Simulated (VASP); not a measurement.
# CoO (Fm-3m) in VASP: a series of runs, part 2 of 3

VASP 6.6.1. Earlier steps stand in the parts before.

### 3 Single point, LDA, collinear spin, ferromagnetic start

File INCAR:

```
SYSTEM = CoO
  PREC = Accurate
  ENCUT = 520
  EDIFF = 1E-6
  ISMEAR = -1
  SIGMA = 0.05
  LREAL = .False.
  LASPH = .True.
  NELM = 150
  ALGO = Normal
  ISIF = 2
  LWAVE = .False.
  LCHARG = .False.
  ISPIN = 2
  MAGMOM = 2 0
  LORBIT = 11
  LMAXMIX = 4
  GGA = CA
  NBANDS = 18
```

File KPOINTS:

```
Automatic mesh
0
Gamma
  11 11 11
  0 0 0
```

File POSCAR:

```
CoO
1.0
    0.0000000000      2.1456163054      2.1456163054
    2.1456163054      0.0000000000      2.1456163054
    2.1456163054      2.1456163054      0.0000000000
Co O
1 1
Direct
    0.0000000000      0.0000000000      0.0000000000
    0.5000000000      0.5000000000      0.5000000000
```

Potentials or basis: VASP PAW LDA potentials, release 64 (Co, O).

Launch:

```bash
cat potpaw_LDA.64/Co/POTCAR potpaw_LDA.64/O/POTCAR > POTCAR
mpirun -np 1 vasp_std > vasp.out
```

OUTCAR:

```text
SYSTEM = CoO
   PREC = Accurate
   ENCUT = 520
   EDIFF = 1E-6
   ISMEAR = -1
   LREAL = .False.
   LASPH = .True.
   NELM = 150
   ISIF = 2
   ISPIN = 2
   LORBIT = 11
   GGA = CA

 ion  position               nearest neighbor table
   1  0.000  0.000  0.000-   2 2.15   2 2.15   2 2.15   2 2.15   2 2.15   2 2.15
   2  0.500  0.500  0.500-   1 2.15   1 2.15   1 2.15   1 2.15   1 2.15   1 2.15

  LATTYP: Found a face centered cubic cell.
 ALAT       =     4.2912326108

  Lattice vectors:

 A1 = (   0.0000000000,   2.1456163054,   2.1456163054)
 A2 = (   2.1456163054,   0.0000000000,   2.1456163054)
 A3 = (   2.1456163054,   2.1456163054,   0.0000000000)

Analysis of symmetry for initial positions (statically):
[... 25 lines left out ...]
The dynamic configuration has the point symmetry O_h .

Analysis of structural, dynamic, and magnetic symmetry:
=====================================================================
 Subroutine PRICEL returns:
[... 7 lines left out ...]
 out of a pool of 48 trial point group operations.

The overall configuration has the point symmetry O_h .

 Subroutine INISYM returns: Found 48 space group operations
[... 5 lines left out ...]
                                     Primitive cell

  volume of cell :      19.7554

  direct lattice vectors                    reciprocal lattice vectors
     0.000000000  2.145616305  2.145616305    -0.233033278  0.233033278  0.233033278
     2.145616305  0.000000000  2.145616305     0.233033278 -0.233033278  0.233033278
     2.145616305  2.145616305  0.000000000     0.233033278  0.233033278 -0.233033278

  length of vectors
     3.034359679  3.034359679  3.034359679     0.403625477  0.403625477  0.403625477

  position of ions in fractional coordinates (direct lattice)
     0.000000000  0.000000000  0.000000000
     0.500000000  0.500000000  0.500000000

  ion indices of the primitive-cell ions
   primitive index   ion index
                 1           1
                 2           2

----------------------------------------------------------------------------------------

 KPOINTS: Automatic mesh

Automatic generation of k-mesh.
 Grid dimensions read from file:
 generate k-points for:   11   11   11

 Generating k-lattice:

  Cartesian coordinates                     Fractional coordinates (reciprocal lattice)
    -0.021184843  0.021184843  0.021184843     0.090909091  0.000000000  0.000000000
     0.021184843 -0.021184843  0.021184843     0.000000000  0.090909091  0.000000000
     0.021184843  0.021184843 -0.021184843     0.000000000  0.000000000  0.090909091

  Length of vectors
     0.036693225  0.036693225  0.036693225

  Shift w.r.t. Gamma in fractional coordinates (k-lattice)
     0.000000000  0.000000000  0.000000000

 Subroutine IBZKPT returns following result:
 ===========================================

 Found     56 irreducible k-points:

 Following reciprocal coordinates:
            Coordinates               Weight
  0.000000  0.000000  0.000000      1.000000
  0.090909  0.000000  0.000000      8.000000
  0.181818  0.000000  0.000000      8.000000
  0.272727  0.000000  0.000000      8.000000
  0.363636  0.000000  0.000000      8.000000
  0.454545  0.000000  0.000000      8.000000
[... 16 lines left out ...]
 -0.272727  0.181818  0.000000     24.000000
 -0.181818  0.181818  0.000000     12.000000
 [... further k-points ...]
   k-points           NKPTS =     56   k-points in BZ     NKDIM =     56   number of bands    NBANDS=     18
   number of dos      NEDOS =    301   number of ions     NIONS =      2
   total plane-waves  NPLWV =  13824
   dimension x,y,z NGX =    24 NGY =   24 NGZ =   24
   dimension x,y,z NGXF=    48 NGYF=   48 NGZF=   48
   ions per type =               1   1
   NGX,Y,Z   is equivalent  to a cutoff of  13.15, 13.15, 13.15 a.u.
   NGXF,Y,Z  is equivalent  to a cutoff of  26.30, 26.30, 26.30 a.u.
 SYSTEM =  CoO
   PREC   = accura    normal or accurate (medium, high low for compatibility)
   ISTART =      0    job   : 0-new  1-cont  2-samecut
   ICHARG =      2    charge: 1-file 2-atom 10-const
   ISPIN  =      2    spin polarized calculation?
   LNONCOLLINEAR =      F non collinear calculations
   LSORBIT =      F    spin-orbit coupling
   LASPH  =      T    aspherical Exc in radial PAW
   ENCUT  =  520.0 eV  38.22 Ry    6.18 a.u.   5.64  5.64  5.64*2*pi/ulx,y,z
   NELM   =    150;   NELMIN=  2; NELMDL= -5     # of ELM steps
   EDIFF  = 0.1E-05   stopping-criterion for ELM
   LREAL  =      F    real-space projection
   EDIFFG = 0.1E-04   stopping-criterion for IOM
   NSW    =      0    number of steps for IOM
   IBRION =     -1    ionic relax: 0-MD 1-quasi-New 2-CG
   NFREE  =      0    steps in history (QN), initial steepest desc. (CG)
   ISIF   =      2    stress and relaxation
   ISYM   =      2    0-nonsym 1-usesym 2-fastsym
   POTIM  = 0.5000    time-step for ionic-motion
   TEBEG  =    0.0;   TEEND  =   0.0 temperature during run
   PSTRESS=    0.0 pullay stress
   NELECT =      15.0000    total number of electrons
   NUPDOWN=      -1.0000    fix difference up-down
   EMIN   =  10.00;   EMAX   =-10.00  energy-range for DOS
   EFERMI =   0.00;   METHOD = LEGACY
   ISMEAR =    -1;   SIGMA  =   0.05  broadening in eV -4-tet -1-fermi 0-gaus
   EFERMI_NEDOS =   21; number of points for ismear=-14 and -15
   IALGO  =     38    algorithm
   IMIX   =      4    mixing-type and parameters
     AMIX     =   0.40;   BMIX     =  1.00
     AMIX_MAG =   1.60;   BMIX_MAG =  1.00
  volume/ion in A,a.u.               =       9.88        66.66
  Fermi-wavevector in a.u.,A,eV,Ry     =   1.493516  2.822336 30.349017  2.230590
  Thomas-Fermi vector in A             =   2.605906
   LORBIT       =     11    0 simple, 1 ext, 2 COOP (PROOUT), +10 PAW based schemes
   GGA     = CA    functional components
   LHFCALC =     F    Hartree Fock is set to
   AEXX    =    0.0000 exact exchange contribution
   IVDW    =     0    specifies the selected vdW correction
   LEPSILON=     F    determine dielectric tensor
   LRPA    =     F    only Hartree local field effects (RPA)
 spin polarized calculation
  energy-cutoff  :      520.00
  volume of cell :       19.76
 maximum number of plane-waves:       542
   NGX = 11   NGY = 11   NGZ = 11

 number of electron      15.0000007 magnetization       2.8237127

 Free energy of the ion-electron system (eV)
  ---------------------------------------------------
  ext. energy  EPLUGINS =         0.00000000
  ---------------------------------------------------
  free energy    TOTEN  =       -14.60326437 eV

  energy without entropy =      -14.56813880  energy(sigma->0) =      -14.58570159

 E-fermi :   7.3231     XC(G=0): -12.7627

 val. band max:        7.3130680638   @ k =   0.4545   0.2727   0.0909
 cond. band min:       7.3255800787   @ k =  -0.4545   0.2727   0.0000
 fundamental gap:      0.0125120149
 Fermi energy:         7.3231424907

 spin component 1

 k-point     1 :       0.0000    0.0000    0.0000
  band No.  band energies     occupation
      1     -12.5344      1.00000
      2       4.1340      1.00000
      3       4.1340      1.00000
      4       4.1340      1.00000
      5       4.3660      1.00000
      6       4.3660      1.00000
[... 10 lines left out ...]
     17      28.1586      0.00000
     18      31.7990      0.00000
[... 466 lines left out ...]
      2       0.7546      1.00000
      3       1.8962      1.00000
      4       2.3929      1.00000
      5       4.6955      1.00000
      6       4.8352      1.00000
[... 10 lines left out ...]
     17      34.5313      0.00000
     18      36.3400      0.00000

 [... further k-points ...]

 spin component 2

 k-point     1 :       0.0000    0.0000    0.0000
  band No.  band energies     occupation
      1     -12.0269      1.00000
      2       4.7029      1.00000
      3       4.7029      1.00000
      4       4.7029      1.00000
      5       6.2787      1.00000
      6       6.2787      1.00000
[... 10 lines left out ...]
     17      28.9555      0.00000
     18      32.5630      0.00000
[... 466 lines left out ...]
      2       1.4434      1.00000
      3       3.0733      1.00000
      4       3.1807      1.00000
      5       6.6750      1.00000
      6       7.0721      0.99344
[... 10 lines left out ...]
     17      35.1052      0.00000
     18      36.8929      0.00000

 [... further k-points ...]
[... 5 lines left out ...]
  --------------------------------------------------------------------------------------
  -------------------------------------------------------------------------------------
  Total       -2.8243172     -2.8243172     -2.8243172      0.0000000      0.0000000      0.0000000
  in kB     -229.0539942   -229.0539942   -229.0539942      0.0000000      0.0000000      0.0000000
  external PRESSURE =    -229.0539942 kB  Pullay stress =       0.0000000 kB

 VOLUME and BASIS-vectors are now :
 -----------------------------------------------------------------------------
  energy-cutoff  :      520.00
  volume of cell :       19.76
      direct lattice vectors                 reciprocal lattice vectors
     0.000000000  2.145616305  2.145616305    -0.233033278  0.233033278  0.233033278
     2.145616305  0.000000000  2.145616305     0.233033278 -0.233033278  0.233033278
     2.145616305  2.145616305  0.000000000     0.233033278  0.233033278 -0.233033278

 POSITION                                       TOTAL-FORCE (eV/Angst)
 -----------------------------------------------------------------------------------
      0.00000      0.00000      0.00000         0.000000     -0.000000      0.000000
      2.14562      2.14562      2.14562         0.000000      0.000000      0.000000
 -----------------------------------------------------------------------------------
    total drift:                                0.000000     -0.000000     -0.000000

  FREE ENERGIE OF THE ION-ELECTRON SYSTEM (eV)
  ---------------------------------------------------
  free  energy   TOTEN  =       -14.6032643678 eV

  energy  without entropy=      -14.5681388035  energy(sigma->0) =      -14.58570159

 total charge

# of ion       s       p       d       tot
------------------------------------------
    1        0.291   0.344   7.165   7.800
    2        1.546   3.372   0.000   4.917
--------------------------------------------------
tot          1.836   3.716   7.165  12.717

 magnetization (x)

# of ion       s       p       d       tot
------------------------------------------
    1        0.019   0.017   2.419   2.455
    2        0.028   0.279   0.000   0.306
--------------------------------------------------
tot          0.046   0.296   2.419   2.761
```

OSZICAR:

```text
N       E                     dE             d eps       ncg     rms          rms(c)
DAV:   1     0.767442295521E+02    0.76744E+02   -0.65749E+03  4184   0.959E+02
DAV:   2    -0.121107284099E+02   -0.88855E+02   -0.76820E+02  4246   0.223E+02
DAV:   3    -0.170160821336E+02   -0.49054E+01   -0.46945E+01  4686   0.555E+01
DAV:   4    -0.170677315296E+02   -0.51649E-01   -0.51599E-01  4958   0.544E+00
DAV:   5    -0.170689388983E+02   -0.12074E-02   -0.12072E-02  5000   0.820E-01    0.159E+01
DAV:   6    -0.163286908063E+02    0.74025E+00   -0.17632E+01  5078   0.613E+01    0.218E+01
DAV:   7    -0.147638542889E+02    0.15648E+01   -0.96261E+00  5050   0.511E+01    0.784E+00
DAV:   8    -0.146230887227E+02    0.14077E+00   -0.46488E-01  5586   0.100E+01    0.398E+00
DAV:   9    -0.146244437549E+02   -0.13550E-02   -0.26249E-01  6078   0.808E+00    0.287E+00
DAV:  10    -0.146073381868E+02    0.17106E-01   -0.69380E-02  5992   0.469E+00    0.922E-01
DAV:  11    -0.146035192949E+02    0.38189E-02   -0.32950E-02  5758   0.275E+00    0.319E-01
DAV:  12    -0.146032846423E+02    0.23465E-03   -0.30907E-03  5680   0.656E-01    0.611E-02
DAV:  13    -0.146032745697E+02    0.10073E-04   -0.16147E-04  4552   0.100E-01    0.458E-02
DAV:  14    -0.146032648538E+02    0.97159E-05   -0.66494E-06  5140   0.258E-02    0.145E-02
DAV:  15    -0.146032643678E+02    0.48598E-06   -0.10229E-06  2716   0.162E-02
   1 F= -.14603264E+02 E0= -.14585702E+02  d E =-.351256E-01  mag=     2.8248
```

Run time: 24 s. Hardware: 1 thread of Intel Xeon Platinum 8259CL at 2.50GHz (Skylake/Cascade Lake), shared host; peak memory 0.15 GiB.

Results:

- Free energy: -14.6033 eV
- Pressure: -22.9 GPa
- Net moment: 2.82 μB per cell
- Site moments: Co +2.46; O +0.31 μB
- Valence electrons inside the program's atomic spheres: Co 7.80; O 4.92

Caveat: a cell with one magnetic atom can't hold antiferromagnetic order, which such compounds often take; semilocal functionals often make such compounds metallic where correlation or magnetic order opens a gap, which also shifts bond lengths.

### 4 Single point, PBEsol+D4, collinear spin, ferromagnetic start

This run uses another cell than the first one, of 10.07 Å³/atom, 1.020 times its volume.

File INCAR:

```
PREC = Accurate
ENCUT = 520
EDIFF = 1E-7
ISMEAR = -1
SIGMA = 0.05
LREAL = F
LASPH = T
NELM = 150
ALGO = Normal
ISIF = 2
LWAVE = F
LCHARG = T
ISPIN = 2
MAGMOM = 2 0
LORBIT = 11
LMAXMIX = 4
GGA = PS
IVDW = 13
LELF = T
LVHAR = T
NBANDS = 18
```

File KPOINTS:

```
regular mesh
0
Gamma
  11 11 11
```

File POSCAR:

```
CoO
1.0
    0.0000000000      2.1595492692      2.1595492692
    2.1595492692      0.0000000000      2.1595492692
    2.1595492692      2.1595492692      0.0000000000
Co O
1 1
Direct
    0.0000000000      0.0000000000      0.0000000000
    0.5000000000      0.5000000000      0.5000000000
```

Potentials or basis: VASP PAW PBE potentials, release 64 (Co, O).

Launch:

```bash
cat potpaw_PBE.64/Co/POTCAR potpaw_PBE.64/O/POTCAR > POTCAR
mpirun -np 1 vasp_std > vasp.out
```

OUTCAR:

```text
PREC = Accurate
   ENCUT = 520
   EDIFF = 1E-7
   ISMEAR = -1
   LREAL = F
   LASPH = T
   NELM = 150
   ISIF = 2
   ISPIN = 2
   LORBIT = 11
   GGA = PS
   IVDW = 13

 ion  position               nearest neighbor table
   1  0.000  0.000  0.000-   2 2.16   2 2.16   2 2.16   2 2.16   2 2.16   2 2.16
   2  0.500  0.500  0.500-   1 2.16   1 2.16   1 2.16   1 2.16   1 2.16   1 2.16

  LATTYP: Found a face centered cubic cell.
 ALAT       =     4.3190985384

  Lattice vectors:

 A1 = (   0.0000000000,   2.1595492692,   2.1595492692)
 A2 = (   2.1595492692,   0.0000000000,   2.1595492692)
 A3 = (   2.1595492692,   2.1595492692,   0.0000000000)

Analysis of symmetry for initial positions (statically):
[... 25 lines left out ...]
The dynamic configuration has the point symmetry O_h .

Analysis of structural, dynamic, and magnetic symmetry:
=====================================================================
 Subroutine PRICEL returns:
[... 7 lines left out ...]
 out of a pool of 48 trial point group operations.

[... 670 lines left out ...]
      5       6.2268      1.00000
      6       6.2268      1.00000
[... 493 lines left out ...]
     17      34.7683      0.00000
     18      36.5297      0.00000

 [... further k-points ...]

------------------------ aborting loop because EDIFF is reached ----------------------------------------

  DFT-D4 for vdW energy calculation

  Edisp (eV):   -0.30601

  FORCE on cell =-STRESS in cart. coord.  units (eV):
  Direction    XX          YY          ZZ          XY          YZ          ZX
  --------------------------------------------------------------------------------------
  -------------------------------------------------------------------------------------
  Total      -2.32444    -2.32444    -2.32444    -0.00000    -0.00000     0.00000
  in kB    -184.88862  -184.88862  -184.88862    -0.00000    -0.00000     0.00000
  external pressure =     -184.89 kB  Pullay stress =        0.00 kB

 VOLUME and BASIS-vectors are now :
 -----------------------------------------------------------------------------
  energy-cutoff  :      520.00
  volume of cell :       20.14
      direct lattice vectors                 reciprocal lattice vectors
     0.000000000  2.159549269  2.159549269    -0.231529795  0.231529795  0.231529795
     2.159549269  0.000000000  2.159549269     0.231529795 -0.231529795  0.231529795
     2.159549269  2.159549269  0.000000000     0.231529795  0.231529795 -0.231529795

 POSITION                                       TOTAL-FORCE (eV/Angst)
 -----------------------------------------------------------------------------------
      0.00000      0.00000      0.00000         0.000000      0.000000      0.000000
      2.15955      2.15955      2.15955         0.000000     -0.000000      0.000000
 -----------------------------------------------------------------------------------
    total drift:                                0.000000     -0.000000     -0.000000

  FREE ENERGIE OF THE ION-ELECTRON SYSTEM (eV)
  ---------------------------------------------------
  free  energy   TOTEN  =       -14.1972159675 eV

  energy  without entropy=      -14.1642896103  energy(sigma->0) =      -14.18075279

 total charge

# of ion       s       p       d       tot
------------------------------------------
    1        0.287   0.334   7.113   7.734
    2        1.551   3.380   0.000   4.930
--------------------------------------------------
tot          1.837   3.714   7.113  12.665

 magnetization (x)

# of ion       s       p       d       tot
------------------------------------------
    1        0.019   0.016   2.566   2.602
    2        0.028   0.298   0.000   0.326
--------------------------------------------------
tot          0.047   0.314   2.566   2.928
```

It took 35 s on 1 thread of Intel Xeon Platinum 8259CL at 2.50GHz (Skylake/Cascade Lake), shared host; peak memory 0.17 GiB.

What came out:

| Property | Result |
| --- | --- |
| Free energy | -14.1972 eV |
| Pressure | -18.5 GPa |
| Band gap on the k mesh | zero (filled and empty bands overlap) |
| Net moment | 2.98 μB per cell |
| Site moments | Co +2.60; O +0.33 μB |
| Valence electrons inside the program's atomic spheres | Co 7.73; O 4.93 |
| Dispersion energy per atom | -0.153 eV |

Caveat: the PAW data sets were made with another functional, which shifts forces and pressure a little; a cell with one magnetic atom can't hold antiferromagnetic order, which such compounds often take; semilocal functionals often make such compounds metallic where correlation or magnetic order opens a gap, which also shifts bond lengths; pairwise dispersion overbinds metals, which lowers pressure and volume. With open d or f shells a metallic result of PBEsol can be an artefact of self-interaction; +U or a hybrid may open a gap.

### 5 Single point, revPBE, collinear spin, ferromagnetic start

This run uses another cell than the first one, of 10.07 Å³/atom, 1.020 times its volume.

File INCAR:

```
SYSTEM = CoO
PREC = Accurate
ENCUT = 520
EDIFF = 1E-6
ISMEAR = -1
SIGMA = 0.05
LREAL = .FALSE.
LASPH = .TRUE.
NELM = 150
ALGO = Normal
ISIF = 2
LWAVE = .FALSE.
LCHARG = .TRUE.
ISPIN = 2
MAGMOM = 2 0
LORBIT = 11
LMAXMIX = 4
GGA = RE
LELF = .TRUE.
LVHAR = .TRUE.
NBANDS = 18
```

File KPOINTS:

```
Automatic mesh
0
G
  11 11 11
  0 0 0
```

POSCAR is that of step 4.

Launch:

```bash
cat potpaw_PBE.64/Co/POTCAR potpaw_PBE.64/O/POTCAR > POTCAR
mpirun -np 1 vasp_std > vasp.out
```

Run time: 30 s. Hardware: 1 thread of Intel Xeon Platinum 8259CL at 2.50GHz (Skylake/Cascade Lake), shared host; peak memory 0.17 GiB.

Results (log left out):

* Free energy: -12.3322 eV
* Pressure: -4.1 GPa
* Band gap on the k mesh: zero (filled and empty bands overlap)
* Net moment: 2.98 μB per cell
* Site moments: Co +2.62; O +0.31 μB
* Valence electrons inside the program's atomic spheres: Co 7.72; O 4.97

Levels at points of the mesh, in eV from the Fermi level:
Spin up:
| k point | band 6 | band 7 | band 8 | band 9 | band 10 | band 11 | band 12 | band 13 |
| --- | --- | --- | --- | --- | --- | --- | --- | --- |
| (0.00, 0.00, 0.00) | -3.05 | -2.92 | -2.92 | -2.92 | 0.85 | 16.81 | 17.87 | 17.87 |
Spin down:
```
           k point  band 4  band 5  band 6  band 7  band 8  band 9
(0.00, 0.00, 0.00)   -2.33   -1.00   -1.00   -1.00    0.19    0.19
```

Caveat: the PAW data sets were made with another functional, which shifts forces and pressure a little; a cell with one magnetic atom can't hold antiferromagnetic order, which such compounds often take; semilocal functionals often make such compounds metallic where correlation or magnetic order opens a gap, which also shifts bond lengths. With open d or f shells a metallic result of revPBE can be an artefact of self-interaction; +U or a hybrid may open a gap.

[end of part 2 of 3]
